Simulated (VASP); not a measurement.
# AgRh (P-6m2) in VASP: notebook

Runs on AgRh. Level: LDA. Tasks: single point.

Everything below comes from runs of VASP 6.6.1. Logs are shortened: lines on timing, memory, paths and dates and some standing lists are left out, and cuts for length are marked.

## Step 1: The cell of the first run

The structure is hexagonal, space group P-6m2 (No. 187). The conventional cell has a = 2.759 Å, b = 2.759 Å, c = 4.776 Å, α = 90.00°, β = 90.00°, γ = 120.00°. Within 3.6 Å of Ag (site symmetry -6m2) lie 6 Ag at 2.76 Å and 6 Rh at 2.87 Å. Rh (site symmetry -6m2) has 6 Rh at 2.76 Å and 6 Ag at 2.87 Å within 3.6 Å.

## Step 2: Single point, LDA

INCAR reads:

```
ALGO = Normal
EDIFF = 1E-6
ENCUT = 520
ISIF = 2
ISMEAR = -1
LASPH = T
LCHARG = F
LREAL = F
LWAVE = F
NBANDS = 20
NELM = 60
PREC = Accurate
SIGMA = 0.05
```

KPOINTS reads:

```
k-points
0
Gamma
  11 11 6
```

POSCAR reads:

```
AgRh
1.0
    2.7589461066      0.0000000000      0.0000000000
   -1.3794730533      2.3893174160      0.0000000000
    0.0000000000      0.0000000000      4.7763285309
Ag Rh
1 1
Direct
    0.0000000000      0.0000000000      0.5000000000
    0.6666666667      0.3333333333      0.0000000000
```

Potentials or basis: VASP PAW LDA potentials, release 64 (Ag, Rh_pv).

Command:

```bash
$ cat potpaw_LDA.64/Ag/POTCAR potpaw_LDA.64/Rh_pv/POTCAR > POTCAR
$ mpirun -np 1 vasp_std > vasp.out
```

OUTCAR:

```text
EDIFF = 1E-6
   ENCUT = 520
   ISIF = 2
   ISMEAR = -1
   LASPH = T
   LREAL = F
   NELM = 60
   PREC = Accurate

 ion  position               nearest neighbor table
   1  0.000  0.000  0.500-   2 2.87   2 2.87   2 2.87   2 2.87   2 2.87   2 2.87
   2  0.667  0.333  0.000-   1 2.87   1 2.87   1 2.87   1 2.87   1 2.87   1 2.87

  LATTYP: Found a hexagonal cell.
 ALAT       =     2.7589461066
 C/A-ratio  =     1.7312148720

  Lattice vectors:

 A1 = (   2.7589461066,   0.0000000000,   0.0000000000)
 A2 = (  -1.3794730533,   2.3893174160,   0.0000000000)
 A3 = (   0.0000000000,   0.0000000000,   4.7763285309)

Analysis of symmetry for initial positions (statically):
=====================================================================
 Subroutine PRICEL returns:
 Original cell was already a primitive cell.

 Routine SETGRP: Setting up the symmetry group for a
 hexagonal supercell.

 Subroutine GETGRP returns: Found 12 space group operations
 (whereof 12 operations were pure point group operations)
 out of a pool of 24 trial point group operations.

The static configuration has the point symmetry D_3h.

Analysis of symmetry for dynamics (positions and initial velocities):
=====================================================================
 Subroutine PRICEL returns:
 Original cell was already a primitive cell.

 Routine SETGRP: Setting up the symmetry group for a
 hexagonal supercell.

 Subroutine GETGRP returns: Found 12 space group operations
 (whereof 12 operations were pure point group operations)
 out of a pool of 24 trial point group operations.

The dynamic configuration has the point symmetry D_3h.

 Subroutine INISYM returns: Found 12 space group operations
 (whereof 12 operations are pure point group operations),
 and found     1 'primitive' translations

----------------------------------------------------------------------------------------

                                     Primitive cell

  volume of cell :      31.4855

  direct lattice vectors                    reciprocal lattice vectors
     2.758946107  0.000000000  0.000000000     0.362457243  0.209264787  0.000000000
    -1.379473053  2.389317416  0.000000000     0.000000000  0.418529574  0.000000000
[... 73 lines left out ...]
   NGX,Y,Z   is equivalent  to a cutoff of  14.46, 14.46, 12.53 a.u.
   NGXF,Y,Z  is equivalent  to a cutoff of  28.92, 28.92, 25.06 a.u.
 SYSTEM =  unknown system
   PREC   = accura    normal or accurate (medium, high low for compatibility)
   ISTART =      0    job   : 0-new  1-cont  2-samecut
   ICHARG =      2    charge: 1-file 2-atom 10-const
   ISPIN  =      1    spin polarized calculation?
   LNONCOLLINEAR =      F non collinear calculations
   LSORBIT =      F    spin-orbit coupling
   LASPH  =      T    aspherical Exc in radial PAW
   ENCUT  =  520.0 eV  38.22 Ry    6.18 a.u.   5.13  5.13  8.88*2*pi/ulx,y,z
   NELM   =     60;   NELMIN=  2; NELMDL= -5     # of ELM steps
   EDIFF  = 0.1E-05   stopping-criterion for ELM
   LREAL  =      F    real-space projection
   EDIFFG = 0.1E-04   stopping-criterion for IOM
   NSW    =      0    number of steps for IOM
   IBRION =     -1    ionic relax: 0-MD 1-quasi-New 2-CG
   NFREE  =      0    steps in history (QN), initial steepest desc. (CG)
   ISIF   =      2    stress and relaxation
   ISYM   =      2    0-nonsym 1-usesym 2-fastsym
   POTIM  = 0.5000    time-step for ionic-motion
   TEBEG  =    0.0;   TEEND  =   0.0 temperature during run
   PSTRESS=    0.0 pullay stress
   NELECT =      26.0000    total number of electrons
   NUPDOWN=      -1.0000    fix difference up-down
   EMIN   =  10.00;   EMAX   =-10.00  energy-range for DOS
   EFERMI =   0.00;   METHOD = LEGACY
   ISMEAR =    -1;   SIGMA  =   0.05  broadening in eV -4-tet -1-fermi 0-gaus
   EFERMI_NEDOS =   21; number of points for ismear=-14 and -15
   IALGO  =     38    algorithm
   IMIX   =      4    mixing-type and parameters
     AMIX     =   0.40;   BMIX     =  1.00
     AMIX_MAG =   1.60;   BMIX_MAG =  1.00
  volume/ion in A,a.u.               =      15.74       106.24
  Fermi-wavevector in a.u.,A,eV,Ry     =   1.535897  2.902425 32.095881  2.358981
  Thomas-Fermi vector in A             =   2.642622
   LORBIT       =      0    0 simple, 1 ext, 2 COOP (PROOUT), +10 PAW based schemes
   GGA     = CA    functional components
   LHFCALC =     F    Hartree Fock is set to
   AEXX    =    0.0000 exact exchange contribution
   IVDW    =     0    specifies the selected vdW correction
   LEPSILON=     F    determine dielectric tensor
   LRPA    =     F    only Hartree local field effects (RPA)
 non-spin polarized calculation
  energy-cutoff  :      520.00
  volume of cell :       31.49
 maximum number of plane-waves:       860
 NGX is ok and might be reduce to    24
   NGX = 11   NGY = 11   NGZ = 17

 number of electron      25.9999997 magnetization

 Free energy of the ion-electron system (eV)
  ---------------------------------------------------
  ext. energy  EPLUGINS =         0.00000000
  ---------------------------------------------------
  free energy    TOTEN  =       -11.83591482 eV

  energy without entropy =      -11.81107482  energy(sigma->0) =      -11.82349482

 E-fermi :   8.8802     XC(G=0): -13.2685

 val. band max:        8.8539477756   @ k =   0.1818   0.0909   0.0000
 cond. band min:       8.8973365563   @ k =   0.2727   0.0000   0.0000
 fundamental gap:      0.0433887807
 Fermi energy:         8.8802294315

 k-point     1 :       0.0000    0.0000    0.0000
  band No.  band energies     occupation
      1     -36.5970      2.00000
      2     -36.5841      2.00000
      3     -36.5841      2.00000
      4       1.5175      2.00000
      5       3.0225      2.00000
      6       4.5759      2.00000
[... 541 lines left out ...]
     19      25.7493      0.00000
     20      26.8971      0.00000

 [... further k-points ...]
[... 5 lines left out ...]
  --------------------------------------------------------------------------------------
  -------------------------------------------------------------------------------------
  Total       -2.4790270     -2.4790270     -2.4988389      0.0000000     -0.0000000      0.0000000
  in kB     -126.1480629   -126.1480629   -127.1562126      0.0000000     -0.0000000      0.0000000
  external PRESSURE =    -126.4841128 kB  Pullay stress =       0.0000000 kB

 VOLUME and BASIS-vectors are now :
 -----------------------------------------------------------------------------
  energy-cutoff  :      520.00
  volume of cell :       31.49
      direct lattice vectors                 reciprocal lattice vectors
     2.758946107  0.000000000  0.000000000     0.362457243  0.209264787  0.000000000
    -1.379473053  2.389317416  0.000000000     0.000000000  0.418529574  0.000000000
     0.000000000  0.000000000  4.776328531     0.000000000  0.000000000  0.209365833

 POSITION                                       TOTAL-FORCE (eV/Angst)
 -----------------------------------------------------------------------------------
      0.00000      0.00000      2.38816         0.000000      0.000000      0.000000
      1.37947      0.79644      0.00000        -0.000000      0.000000      0.000000
 -----------------------------------------------------------------------------------
    total drift:                               -0.000000      0.000000      0.000000

  FREE ENERGIE OF THE ION-ELECTRON SYSTEM (eV)
  ---------------------------------------------------
  free  energy   TOTEN  =       -11.8359148179 eV

  energy  without entropy=      -11.8110748193  energy(sigma->0) =      -11.82349482
```

stdout:

```text
POSCAR found type information on POSCAR AgRh
 POSCAR found :  2 types and       2 ions
 scaLAPACK will be used
 LDA part: xc-table for (Slater(with rela. corr.)+CA(PZ))
 , standard interpolation
 POSCAR, INCAR and KPOINTS ok, starting setup
 FFT: planning ... GRIDC
 FFT: planning ... GRID_SOFT
 FFT: planning ... GRID
 WAVECAR not read
 entering main loop
```

Run time: 22 s. Hardware: 1 thread of Intel Xeon 8259CL, shared host; peak memory 0.17 GiB.

Results:

```yaml
Free_energy: -11.8359 eV
Pressure: -12.6 GPa
Band_gap_on_the_k_mesh: zero (bands 13 and 14 overlap by 1.36 eV)
```

Caveat: the cell stands under tension.

## Step 3: Single point, LDA

This run uses another cell than the first one, of 16.06 Å³/atom.

INCAR reads:

```
SYSTEM = AgRh
PREC     = Accurate       ! precision mode
ENCUT    = 520            ! plane-wave cutoff, eV
EDIFF    = 1E-6           ! SCF threshold, eV
ISMEAR   = -1             ! smearing method
SIGMA    = 0.05           ! smearing width, eV
LREAL    = .FALSE.        ! projectors in reciprocal space
LASPH    = .TRUE.         ! aspherical terms in the spheres
NELM     = 60             ! most SCF steps
ALGO     = Normal         ! electronic algorithm
ISIF     = 2              ! what is computed and relaxed
LWAVE    = .FALSE.        ! write WAVECAR
LCHARG   = .FALSE.        ! write CHGCAR
GGA      = CA             ! functional
NBANDS   = 20             ! bands
```

KPOINTS reads:

```
regular mesh
0
G
  11 11 6
  0 0 0
```

POSCAR reads:

```
AgRh
1.0
    2.7775881998      0.0000000000      0.0000000000
   -1.3887940999      2.4054619423      0.0000000000
    0.0000000000      0.0000000000      4.8086020000
Ag Rh
1 1
Direct
    0.0000000000      0.0000000000      0.5000000000
    0.6666666667      0.3333333333      0.0000000000
```

Potentials or basis: VASP PAW LDA potentials, release 64 (Ag, Rh_pv).

Command:

```bash
$ cat potpaw_LDA.64/Ag/POTCAR potpaw_LDA.64/Rh_pv/POTCAR > POTCAR
$ mpirun -np 1 vasp_std > vasp.out
```

It took 24 s on 1 thread of Intel Xeon 8259CL, shared host; peak memory 0.17 GiB.

The run converged. Its results:

```
Free energy            : -11.7802 eV
Pressure               : -15.3 GPa
Band gap on the k mesh : zero (bands 13 and 14 overlap by 1.32 eV)
```

Stress tensor (GPa, compression positive):
```
-15.44   0.00   0.00
  0.00 -15.44   0.00
  0.00   0.00 -15.01
```

Levels at points of the mesh, in eV from the Fermi level:
| k point | band 9 | band 10 | band 11 | band 12 | band 13 | band 14 | band 15 | band 16 | band 17 | band 18 |
| --- | --- | --- | --- | --- | --- | --- | --- | --- | --- | --- |
| (0.00, 0.00, 0.00) | -3.04 | -3.04 | -1.79 | -1.79 | 0.14 | 0.14 | 0.16 | 5.29 | 16.66 | 17.19 |
| (0.00, 0.00, 0.50) | -3.13 | -3.13 | -2.48 | -1.59 | -1.59 | 0.10 | 0.10 | 11.53 | 12.48 | 16.84 |

Caveat: the cell stands under tension.

## Step 4: Single point, LDA

This run uses another cell than the first one, of 16.39 Å³/atom.

INCAR reads:

```
PREC = Accurate
ENCUT = 520
EDIFF = 1E-6
ISMEAR = -1
SIGMA = 0.05
LREAL = F
LASPH = T
NELM = 100
ALGO = Fast
ISIF = 2
LWAVE = F
LCHARG = F
NBANDS = 20
```

KPOINTS reads:

```
regular mesh
0
Gamma
  11 11 6
```

POSCAR reads:

```
AgRh
1.0
    2.7959833597      0.0000000000      0.0000000000
   -1.3979916799      2.4213926181      0.0000000000
    0.0000000000      0.0000000000      4.8404479744
Ag Rh
1 1
Direct
    0.0000000000      0.0000000000      0.5000000000
    0.6666666667      0.3333333333      0.0000000000
```

Command:

```bash
$ cat potpaw_LDA.64/Ag/POTCAR potpaw_LDA.64/Rh_pv/POTCAR > POTCAR
$ mpirun -np 1 vasp_std > vasp.out
```

It took 28 s on 1 thread of Intel Xeon 8259CL, shared host; peak memory 0.17 GiB.

It converged, with:

| Property | Result |
| --- | --- |
| Free energy | -11.7146 eV |
| Pressure | -17.6 GPa |
| Band gap on the k mesh | zero (bands 13 and 14 overlap by 1.27 eV) |

Stress tensor (GPa, compression positive):
```
-17.88   0.00   0.00
  0.00 -17.88   0.00
  0.00   0.00 -16.99
```

Levels at points of the mesh, in eV from the Fermi level:
```csv
k point,band 11,band 12,band 13,band 14,band 15,band 16
"(0.00, 0.00, 0.00)",-1.74,-1.74,0.14,0.14,0.20,5.16
"(0.00, 0.00, 0.50)",-2.39,-1.55,-1.55,0.10,0.10,11.38
```

Caveat: the cell stands under tension.

## Step 5: Single point, LDA

This run uses another cell than the first one, of 16.71 Å³/atom.

INCAR reads:

```
ALGO = Normal ; EDIFF = 1E-7
ENCUT = 520 ; GGA = CA
ISIF = 2 ; ISMEAR = -1
LASPH = True ; LCHARG = False
LREAL = False ; LWAVE = False
NBANDS = 20 ; NELM = 60
PREC = Accurate ; SIGMA = 0.05
```

KPOINTS reads:

```
k-points
0
Gamma
  11 11 6
```

POSCAR reads:

```
AgRh
1.0
    2.8141396046      0.0000000000      0.0000000000
   -1.4070698023      2.4371163874      0.0000000000
    0.0000000000      0.0000000000      4.8718803355
Ag Rh
1 1
Direct
    0.0000000000      0.0000000000      0.5000000000
    0.6666666667      0.3333333333      0.0000000000
```

Potentials or basis: VASP PAW LDA potentials, release 64 (Ag, Rh_pv).

Command:

```bash
$ cat potpaw_LDA.64/Ag/POTCAR potpaw_LDA.64/Rh_pv/POTCAR > POTCAR
$ mpirun -np 1 vasp_std > vasp.out
```

OUTCAR:

```text
EDIFF = 1E-7
   ENCUT = 520
   GGA = CA
   ISIF = 2
   ISMEAR = -1
   LASPH = True
   LREAL = False
   NELM = 60
   PREC = Accurate

 ion  position               nearest neighbor table
   1  0.000  0.000  0.500-   2 2.93   2 2.93   2 2.93   2 2.93   2 2.93   2 2.93
   2  0.667  0.333  0.000-   1 2.93   1 2.93   1 2.93   1 2.93   1 2.93   1 2.93

  LATTYP: Found a hexagonal cell.
 ALAT       =     2.8141396046
 C/A-ratio  =     1.7312148720

  Lattice vectors:

[... 188 lines left out ...]
      2     -37.4124      2.00000
      3     -37.3774      2.00000
      4       1.0512      2.00000
      5       2.5022      2.00000
      6       3.9059      2.00000
[... 541 lines left out ...]
     19      24.4340      0.00000
     20      25.5997      0.00000

 [... further k-points ...]
[... 5 lines left out ...]
  --------------------------------------------------------------------------------------
  -------------------------------------------------------------------------------------
  Total       -4.1628341     -4.1628341     -3.8868571      0.0000000      0.0000000     -0.0000000
  in kB     -199.6094819   -199.6094819   -186.3762782      0.0000000      0.0000000     -0.0000000
  external PRESSURE =    -195.1984140 kB  Pullay stress =       0.0000000 kB

 VOLUME and BASIS-vectors are now :
 -----------------------------------------------------------------------------
  energy-cutoff  :      520.00
  volume of cell :       33.41
      direct lattice vectors                 reciprocal lattice vectors
     2.814139605  0.000000000  0.000000000     0.355348398  0.205160493  0.000000000
    -1.407069802  2.437116387  0.000000000     0.000000000  0.410320986  0.000000000
     0.000000000  0.000000000  4.871880336     0.000000000  0.000000000  0.205259557

 POSITION                                       TOTAL-FORCE (eV/Angst)
 -----------------------------------------------------------------------------------
      0.00000      0.00000      2.43594         0.000000      0.000000      0.000000
      1.40707      0.81237      0.00000        -0.000000     -0.000000      0.000000
 -----------------------------------------------------------------------------------
    total drift:                               -0.000000      0.000000      0.000000

  FREE ENERGIE OF THE ION-ELECTRON SYSTEM (eV)
  ---------------------------------------------------
  free  energy   TOTEN  =       -11.6405365194 eV

  energy  without entropy=      -11.6137676202  energy(sigma->0) =      -11.62715207
```

stdout:

```text
POSCAR found type information on POSCAR AgRh
 POSCAR found :  2 types and       2 ions
 scaLAPACK will be used
 LDA part: xc-table for (Slater(with rela. corr.)+CA(PZ))
 , standard interpolation
 POSCAR, INCAR and KPOINTS ok, starting setup
 FFT: planning ... GRIDC
 FFT: planning ... GRID_SOFT
 FFT: planning ... GRID
 WAVECAR not read
 entering main loop
```

Wall time 28 s (1 thread of Intel Xeon 8259CL, shared host); peak memory 0.17 GiB.

What came out:

```yaml
Free_energy: -11.6405 eV
Pressure: -19.5 GPa
Band_gap_on_the_k_mesh: zero (bands 13 and 14 overlap by 1.23 eV)
```

Caveat: the cell stands under tension.

## Step 6: Summary

| cell | gap on the mesh (eV) | pressure (GPa) |
| --- | --- | --- |
| a = 2.759, b = 2.759, c = 4.776 Å, angles 90.0, 90.0, 120.0°, 2 atoms | none | -12.6 |
| a = 2.778, b = 2.778, c = 4.809 Å, angles 90.0, 90.0, 120.0°, 2 atoms | none | -15.3 |
| a = 2.796, b = 2.796, c = 4.840 Å, angles 90.0, 90.0, 120.0°, 2 atoms | none | -17.6 |
| a = 2.814, b = 2.814, c = 4.872 Å, angles 90.0, 90.0, 120.0°, 2 atoms | none | -19.5 |

Alike in all rows: task single point; level LDA; potentials or basis VASP PAW LDA potentials, release 64 (Ag, Rh_pv); no spin polarisation; k mesh 11 × 11 × 6; cutoff (eV) 520; smearing fermi-dirac 0.05 eV.

Caveats: the cell stands under tension.

Total energies depend on the potentials used, so only differences within one code and one set of settings carry meaning.
